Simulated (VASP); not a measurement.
ErBe, 4 atoms in the cell. The structure is orthorhombic, space group Pmma (No. 51). Conventional cell: a = 4.715 Å, b = 3.356 Å, c = 4.823 Å, α = 90.00°, β = 90.00°, γ = 90.00°. Within 3.8 Å of Er (site symmetry mm2) lie 8 Be at 2.86 to 3.02 Å and 6 Er at 3.29 to 3.45 Å. Within 3.8 Å of Be (site symmetry mm2) lie 8 Er at 2.86 to 3.02 Å and 6 Be at 3.16 to 3.60 Å. The cell was generated, and may not be a known phase.

```yaml
Program: VASP 6.6.1
Task: single point
Functional: PBE
Potentials_or_basis: VASP PAW PBE potentials, release 64 (Er_3, Be), 4f in core
Cutoff: 600 eV
k_mesh: 4 × 6 × 4
Occupations: gaussian, width 0.2 eV
Spin: no spin polarisation
Dipole_correction: no
Further_INCAR_settings: ALGO = Normal; EDIFF = 1e-06; NBANDS = 19
```

Potentials or basis: VASP PAW PBE potentials, release 64 (Er_3, Be), 4f in core.

Command:

```sh
$ cat potpaw_PBE.64/Er_3/POTCAR potpaw_PBE.64/Be/POTCAR > POTCAR
$ mpirun -np 1 vasp_std > vasp.out
```

Hardware: 1 thread of Intel(R) Xeon(R) 6975P-C (Granite Rapids), on a shared host.

Question: How long does it take, and how much memory?

Answer: Run time: 28 s on 1 thread of Intel(R) Xeon(R) 6975P-C (Granite Rapids) (shared host), peak memory 0.23 GiB. Counts: scf iterations 11, k points 36.
